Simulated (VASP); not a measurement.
# Ti2GaS3 in VASP: notebook

Ti2GaS3 is run at these levels: PBE; tasks: relaxation of cell and atoms, single point.

All numbers are computed with VASP 6.6.1; they aren't measurements. Logs are shortened: lines on timing, memory, paths and dates and some standing lists are left out, and cuts for length are marked.

**1. The cell of the first run**

Symmetry: P-6m2, No. 187, hexagonal system. The conventional cell has a = 3.312 Å, b = 3.312 Å, c = 10.932 Å, α = 90.00°, β = 90.00°, γ = 120.00°. Ti (site symmetry 3m) has 6 S at 2.42 to 2.52 Å and 7 Ti at 3.29 to 3.31 Å within 3.4 Å. Ga (site symmetry -6m2) has 6 S at 3.02 Å and 6 Ga at 3.31 Å and 2 Ti at 3.82 Å within 4.0 Å. S (site symmetry 3m) has 3 Ti at 2.42 Å and 3 Ga at 3.02 Å and 7 S at 3.13 to 3.31 Å within 3.4 Å. S (site symmetry -6m2) has 6 Ti at 2.52 Å and 8 S at 3.13 to 3.31 Å within 3.4 Å.

**2. Relaxation of cell and atoms, PBE**

INCAR

```
SYSTEM = Ti2GaS3
ALGO = Normal
EDIFF = 1E-7
EDIFFG = -0.01
ENCUT = 600
GGA = PE
IBRION = 2
ISIF = 3
ISMEAR = 0
LASPH = .True.
LCHARG = .False.
LREAL = .False.
LWAVE = .False.
NELM = 80
NSW = 100
PREC = Accurate
SIGMA = 0.1
```

KPOINTS

```
k-points
0
Gamma
  12 12 4
  0 0 0
```

POSCAR

```
Ti2GaS3
1.0
    3.3118936313      0.0000000000      0.0000000000
   -1.6559468156      2.8681840193      0.0000000000
    0.0000000000      0.0000000000     10.9321091793
Ti Ga S
2 1 3
Direct
    0.0000000000      0.0000000000      0.3495067399
    0.0000000000      0.0000000000      0.6504932601
    0.0000000000      0.0000000000      0.0000000000
    0.3333333333      0.6666666667      0.2133487488
    0.3333333333      0.6666666667      0.5000000000
    0.3333333333      0.6666666667      0.7866512512
```

Potentials or basis: VASP PAW PBE potentials, release 64 (Ti_sv, Ga_d, S).

On the command line:

```sh
> cat potpaw_PBE.64/Ti_sv/POTCAR potpaw_PBE.64/Ga_d/POTCAR potpaw_PBE.64/S/POTCAR > POTCAR
> mpirun -np 1 vasp_std > vasp.out
```

OUTCAR:

```text
SYSTEM = Ti2GaS3
   EDIFF = 1E-7
   EDIFFG = -0.01
   ENCUT = 600
   GGA = PE
   IBRION = 2
   ISIF = 3
   ISMEAR = 0
   LASPH = .True.
   LREAL = .False.
   NELM = 80
   NSW = 100
   PREC = Accurate

 ion  position               nearest neighbor table
   1  0.000  0.000  0.350-   4 2.42   4 2.42   4 2.42   5 2.52   5 2.52   5 2.52
   2  0.000  0.000  0.650-   6 2.42   6 2.42   6 2.42   5 2.52   5 2.52   5 2.52
   3  0.000  0.000  0.000-
   4  0.333  0.667  0.213-   1 2.42   1 2.42   1 2.42
   5  0.333  0.667  0.500-   1 2.52   2 2.52   1 2.52   2 2.52   1 2.52   2 2.52
   6  0.333  0.667  0.787-   2 2.42   2 2.42   2 2.42

  LATTYP: Found a hexagonal cell.
 ALAT       =     3.3118936313
 C/A-ratio  =     3.3008636135

  Lattice vectors:

 A1 = (   3.3118936313,   0.0000000000,   0.0000000000)
 A2 = (  -1.6559468156,   2.8681840193,   0.0000000000)
 A3 = (   0.0000000000,   0.0000000000,  10.9321091793)

Analysis of symmetry for initial positions (statically):
=====================================================================
 Subroutine PRICEL returns:
 Original cell was already a primitive cell.

 Routine SETGRP: Setting up the symmetry group for a
 hexagonal supercell.

 Subroutine GETGRP returns: Found 12 space group operations
 (whereof 12 operations were pure point group operations)
 out of a pool of 24 trial point group operations.

The static configuration has the point symmetry D_3h.

Analysis of symmetry for dynamics (positions and initial velocities):
=====================================================================
 Subroutine PRICEL returns:
 Original cell was already a primitive cell.

 Routine SETGRP: Setting up the symmetry group for a
 hexagonal supercell.

 Subroutine GETGRP returns: Found 12 space group operations
 (whereof 12 operations were pure point group operations)
 out of a pool of 24 trial point group operations.

The dynamic configuration has the point symmetry D_3h.

 Subroutine INISYM returns: Found 12 space group operations
 (whereof 12 operations are pure point group operations),
 and found     1 'primitive' translations

----------------------------------------------------------------------------------------

                                     Primitive cell

  volume of cell :     103.8454

  direct lattice vectors                    reciprocal lattice vectors
[... 98 lines left out ...]
   NSW    =    100    number of steps for IOM
   IBRION =      2    ionic relax: 0-MD 1-quasi-New 2-CG
   NFREE  =      1    steps in history (QN), initial steepest desc. (CG)
   ISIF   =      3    stress and relaxation
   ISYM   =      2    0-nonsym 1-usesym 2-fastsym
   POTIM  = 0.5000    time-step for ionic-motion
   TEBEG  =    0.0;   TEEND  =   0.0 temperature during run
   PSTRESS=    0.0 pullay stress
   NELECT =      55.0000    total number of electrons
   NUPDOWN=      -1.0000    fix difference up-down
   EMIN   =  10.00;   EMAX   =-10.00  energy-range for DOS
   EFERMI =   0.00;   METHOD = LEGACY
   ISMEAR =     0;   SIGMA  =   0.10  broadening in eV -4-tet -1-fermi 0-gaus
   EFERMI_NEDOS =   21; number of points for ismear=-14 and -15
   IALGO  =     38    algorithm
   IMIX   =      4    mixing-type and parameters
     AMIX     =   0.40;   BMIX     =  1.00
     AMIX_MAG =   1.60;   BMIX_MAG =  1.00
  volume/ion in A,a.u.               =      17.31       116.80
  Fermi-wavevector in a.u.,A,eV,Ry     =   1.324545  2.503026 23.870314  1.754419
  Thomas-Fermi vector in A             =   2.454071
   LORBIT       =      0    0 simple, 1 ext, 2 COOP (PROOUT), +10 PAW based schemes
   GGA     = PE    functional components
   LHFCALC =     F    Hartree Fock is set to
   AEXX    =    0.0000 exact exchange contribution
   IVDW    =     0    specifies the selected vdW correction
   LEPSILON=     F    determine dielectric tensor
   LRPA    =     F    only Hartree local field effects (RPA)
 conjugate gradient relaxation of ions
 non-spin polarized calculation
 Gauss-broadening in eV      SIGMA  =   0.10
  energy-cutoff  :      600.00
  volume of cell :      103.85
 maximum number of plane-waves:      3523
 NGX is ok and might be reduce to    28
   NGX = 13   NGY = 13   NGZ = 43

--------------------------------------- Ionic step        1  -------------------------------------------

 number of electron      55.0000014 magnetization

 Free energy of the ion-electron system (eV)
  ---------------------------------------------------
  ext. energy  EPLUGINS =         0.00000000
  ---------------------------------------------------
  free energy    TOTEN  =       -37.55962490 eV

  energy without entropy =      -37.53813327  energy(sigma->0) =      -37.54887909

------------------------ aborting loop because EDIFF is reached ----------------------------------------

  FORCE on cell =-STRESS in cart. coord.  units (eV):
  Direction    XX          YY          ZZ          XY          YZ          ZX
  --------------------------------------------------------------------------------------
  -------------------------------------------------------------------------------------
  Total        0.3646517      0.3646517     -0.4347668      0.0000000      0.0000000     -0.0000000
  in kB        5.6260219      5.6260219     -6.7077919      0.0000000      0.0000000     -0.0000000
  external PRESSURE =       1.5147506 kB  Pullay stress =       0.0000000 kB
[... 307 lines left out ...]
--------------------------------------- Ionic step        9  -------------------------------------------

 number of electron      55.0000010 magnetization

 Free energy of the ion-electron system (eV)
  ---------------------------------------------------
  ext. energy  EPLUGINS =         0.00000000
  ---------------------------------------------------
  free energy    TOTEN  =       -37.56421237 eV

  energy without entropy =      -37.54271760  energy(sigma->0) =      -37.55346499

 E-fermi :   7.2153     XC(G=0): -10.9045

 val. band max:        7.2084359783   @ k =   0.3333   0.2500   0.0000
 cond. band min:       7.2246793938   @ k =   0.2500   0.0000   0.0000
 fundamental gap:      0.0162434155
 Fermi energy:         7.2152585651

 k-point     1 :       0.0000    0.0000    0.0000
  band No.  band energies     occupation
      1     -49.8583      2.00000
      2     -49.8528      2.00000
      3     -26.2093      2.00000
      4     -26.1337      2.00000
      5     -26.0480      2.00000
      6     -26.0480      2.00000
[... 853 lines left out ...]
     32       9.3250      0.00000
     33       9.4259      0.00000

 [... further k-points ...]
[... 5 lines left out ...]
  --------------------------------------------------------------------------------------
  -------------------------------------------------------------------------------------
  Total       -0.0020347     -0.0020347      0.0037760     -0.0000000      0.0000000     -0.0000000
  in kB       -0.0314495     -0.0314495      0.0583644     -0.0000000      0.0000000     -0.0000000
  external PRESSURE =      -0.0015115 kB  Pullay stress =       0.0000000 kB
[... 21 lines left out ...]
  FREE ENERGIE OF THE ION-ELECTRON SYSTEM (eV)
  ---------------------------------------------------
  free  energy   TOTEN  =       -37.5642123721 eV

  energy  without entropy=      -37.5427175983  energy(sigma->0) =      -37.55346499

 reached required accuracy - stopping structural energy minimisation
```

OSZICAR:

```text
N       E                     dE             d eps       ncg     rms          rms(c)
DAV:   1     0.658836096300E+03    0.65884E+03   -0.29053E+04  4004   0.233E+03
DAV:   2     0.692099552688E+02   -0.58963E+03   -0.58002E+03  3834   0.613E+02
DAV:   3    -0.334018316636E+02   -0.10261E+03   -0.10085E+03  6012   0.194E+02
[... 93 lines left out ...]
DAV:   3    -0.375642127825E+02   -0.61554E-05   -0.13347E-04  5826   0.800E-02    0.101E-02
DAV:   4    -0.375642123511E+02    0.43140E-06   -0.11153E-05  5343   0.231E-02    0.787E-03
DAV:   5    -0.375642121332E+02    0.21785E-06   -0.36516E-06  5717   0.138E-02    0.336E-03
DAV:   6    -0.375642122799E+02   -0.14669E-06   -0.59763E-07  4713   0.519E-03    0.173E-03
DAV:   7    -0.375642123721E+02   -0.92154E-07   -0.91382E-08  3169   0.224E-03
   9 F= -.37564212E+02 E0= -.37553465E+02  d E =-.135100E-03
```

It took 16 min on 1 thread of AMD EPYC 9R45 (Zen 5), shared host; peak memory 0.38 GiB.

Results:

| Item | Value |
| --- | --- |
| Free energy | -37.5642 eV |
| Relaxed volume | 17.28 Å³/atom |
| Relaxed cell | a = 3.326 Å, b = 3.326 Å, c = 10.823 Å, α = 90.00°, β = 90.00°, γ = 120.00° |
| Space group after relaxing (to 0.1 Å) | P-6m2 (No. 187) |
| Energy gained by relaxing | 0.8 meV/atom |
| Ionic steps | 9 |
| Pressure after relaxing | 0.0 GPa |
| Band gap on the k mesh | zero (an odd number of electrons rules out a gap without spin polarisation) |

The path:
```csv
step,energy change (eV),largest force (eV/Å),pressure (GPa),volume (Å³)
1,0.0000,0.0369,0.15,103.85
2,-0.0026,0.0518,-0.03,104.09
3,-0.0030,0.0604,-0.13,104.23
4,-0.0035,0.0548,-0.02,104.03
5,-0.0040,0.0417,0.23,103.58
6,-0.0043,0.0390,0.14,103.62
7,-0.0045,0.0444,-0.02,103.67
8,-0.0045,0.0248,-0.01,103.66
9,-0.0046,0.0003,0.00,103.65
```

Final structure:
```
Ti Ga S
1.0
     3.32551    0.00000    0.00000
    -1.66276    2.87998    0.00000
     0.00000    0.00000   10.82283
Ti Ga S
2 1 3
Direct
  0.00000 0.00000 0.34862
  0.00000 0.00000 0.65138
  0.00000 0.00000 0.00000
  0.33333 0.66667 0.21122
  0.33333 0.66667 0.50000
  0.33333 0.66667 0.78878
```

Levels at points of the mesh, in eV from the Fermi level:
```
           k point  band 24  band 25  band 26  band 27  band 28  band 29  band 30  band 31  band 32  band 33
(0.00, 0.00, 0.00)    -1.81    -1.69    -1.69     0.70     0.70     0.74     1.23     2.10     2.10     2.63
(0.50, 0.00, 0.00)    -2.54    -2.35    -2.14    -0.98    -0.18     0.86     1.83     2.16     2.18     2.34
(0.00, 0.00, 0.50)    -1.67    -1.67    -0.80    -0.24     0.69     0.69     1.60     2.13     2.13     2.63
(0.50, 0.00, 0.50)    -2.59    -2.42    -2.07    -0.66    -0.35     1.02     1.81     1.94     2.18     2.34
```

**3. Relaxation of cell and atoms, PBE, collinear spin**

This run uses another cell than the first one, of 18.69 Å³/atom.

INCAR

```
SYSTEM = Ti2GaS3
ALGO = Normal ; EDIFF = 1E-7
EDIFFG = -0.08 ; ENCUT = 600
GGA = PE ; IBRION = 2
ISIF = 3 ; ISMEAR = 0
ISPIN = 2 ; LASPH = .TRUE.
LCHARG = .FALSE. ; LMAXMIX = 4
LORBIT = 11 ; LREAL = .FALSE.
LWAVE = .FALSE. ; MAGMOM = 1 1 0 0 0 0
NELM = 150 ; NSW = 36
PREC = Accurate ; SIGMA = 0.2
```

KPOINTS

```
k-points
0
G
  5 5 2
  0 0 0
```

POSCAR

```
Ti2GaS3
1.0
    3.5000000000      0.0000000000      0.0000000000
   -1.7500000000      3.0310889100      0.0000000000
    0.0000000000      0.0000000000     10.5700000000
Ti Ga S
2 1 3
Direct
    0.0000000000      0.0000000000      0.3333000000
    0.0000000000      0.0000000000      0.6667000000
    0.0000000000      0.0000000000      0.0000000000
    0.3333333300      0.6666666700      0.1667000000
    0.3333333300      0.6666666700      0.5000000000
    0.3333333300      0.6666666700      0.8333000000
```

Potentials or basis: VASP PAW PBE potentials, release 64 (Ti_sv, Ga_d, S).

On the command line:

```sh
> cat potpaw_PBE.64/Ti_sv/POTCAR potpaw_PBE.64/Ga_d/POTCAR potpaw_PBE.64/S/POTCAR > POTCAR
> mpirun -np 1 vasp_std > vasp.out
```

It took 11 min on 1 thread of AMD EPYC 9R45 (Zen 5), shared host; peak memory 0.32 GiB.

Results (log left out):

```
Free energy                                           : -37.5958 eV
Relaxed volume                                        : 17.42 Å³/atom
Relaxed cell                                          : a = 3.327 Å, b = 3.327 Å, c = 10.904 Å, α = 90.00°, β = 90.00°, γ = 120.00°
Space group after relaxing (to 0.1 Å)                 : P-6m2 (No. 187)
Energy gained by relaxing                             : 247.6 meV/atom
Ionic steps                                           : 10
Pressure after relaxing                               : -0.2 GPa
Largest force after relaxing                          : 0.061 eV/Å
Net moment                                            : 0.00 μB per cell
Valence electrons inside the program's atomic spheres : Ti 10.24; Ga 11.39; S 3.73, 3.76 (each value once)
```

Forces in eV/Å, atoms in the order of the input:
```
Ti   0.000  0.000  0.060
Ti   0.000  0.000 -0.060
Ga   0.000  0.000  0.000
S    0.000  0.000 -0.061
S    0.000  0.000  0.000
S    0.000  0.000  0.061
```

Stress tensor (GPa, compression positive):
```
-0.38  0.00  0.00
 0.00 -0.38  0.00
 0.00  0.00  0.27
```

The path:
```
step  energy change (eV)  largest force (eV/Å)  pressure (GPa)  volume (Å³)
   1              0.0000                2.1748          -10.84       112.14
   2             -0.7991                0.9351            6.06        92.81
   3             -0.8498                1.0923            1.72        96.08
   4             -1.0257                0.8552            1.92        96.72
   5             -1.3196                0.2548            3.26        98.63
   6             -1.3405                0.5149            3.98        99.33
   7             -1.4522                0.4727           -1.00       104.90
   8             -1.4527                0.4687           -1.30       105.30
   9             -1.4831                0.0908           -0.50       104.76
  10             -1.4859                0.0610           -0.16       104.55
```

Final structure:
```
Ti Ga S
1.0
     3.32734    0.00000    0.00000
    -1.66367    2.88156    0.00000
     0.00000    0.00000   10.90415
Ti Ga S
2 1 3
Direct
  0.00000 0.00000 0.34957
  0.00000 0.00000 0.65043
  0.00000 0.00000 0.00000
  0.33333 0.66667 0.21366
  0.33333 0.66667 0.50000
  0.33333 0.66667 0.78634
```

Levels at points of the mesh, in eV from the Fermi level:
Spin up:
```tsv
k point	band 24	band 25	band 26	band 27	band 28	band 29	band 30	band 31
(0.00, 0.00, 0.00)	-1.85	-1.72	-1.72	0.66	0.66	0.68	1.18	2.08
(0.00, 0.00, 0.50)	-1.71	-1.71	-0.92	-0.28	0.65	0.65	1.56	2.11
```
Spin down:
```csv
k point,band 25,band 26,band 27,band 28,band 29,band 30
"(0.00, 0.00, 0.00)",-1.72,-1.72,0.66,0.66,0.68,1.18
"(0.00, 0.00, 0.50)",-1.71,-0.92,-0.28,0.65,0.65,1.56
```

Caveat: the k points lie up to 0.44 Å⁻¹ apart in the final cell; the relaxation stopped at a loose force limit of 0.08 eV/Å, so its end isn't a converged minimum.

(Continued in part 2 of 2.)
